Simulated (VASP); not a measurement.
Al3Ga, 4 atoms in the cell. The structure is cubic, space group Pm-3m (No. 221). The conventional cell has a = 3.921 Å, b = 3.921 Å, c = 3.921 Å, α = 90.00°, β = 90.00°, γ = 90.00°. Within 3.7 Å of Al (site symmetry 4/mmm) lie 8 Al at 2.77 Å and 4 Ga at 2.77 Å. Ga (site symmetry m-3m) has 12 Al at 2.77 Å within 3.7 Å. 

| Quantity | Value |
| --- | --- |
| Program | VASP 6.6.1 |
| Task | single point |
| Functional | r2SCAN |
| Potentials or basis | VASP PAW PBE potentials, release 64 (Al, Ga_d) |
| Cutoff | 520 eV |
| k mesh | 6 × 6 × 6 |
| Occupations | fermi-dirac, width 0.1 eV |
| Spin | no spin polarisation |
| Dipole correction | no |
| Further INCAR settings | ALGO = Normal; EDIFF = 1e-07; NBANDS = 19 |

Potentials or basis: VASP PAW PBE potentials, release 64 (Al, Ga_d).

The run is started by

```sh
$ cat potpaw_PBE.64/Al/POTCAR potpaw_PBE.64/Ga_d/POTCAR > POTCAR
$ cp INCAR.step1 INCAR
$ mpirun -np 1 vasp_std > vasp.out
$ cp INCAR.step2 INCAR
$ mpirun -np 1 vasp_std > vasp.out
```

Hardware: 1 thread of Intel Xeon 8259CL, with other jobs on the host.

Q: Estimate the wall time of this run.

A: Wall time 2.3 min on 1 thread of Intel Xeon 8259CL, with other jobs on the host, peak memory 0.18 GiB. Counts: k points 20.
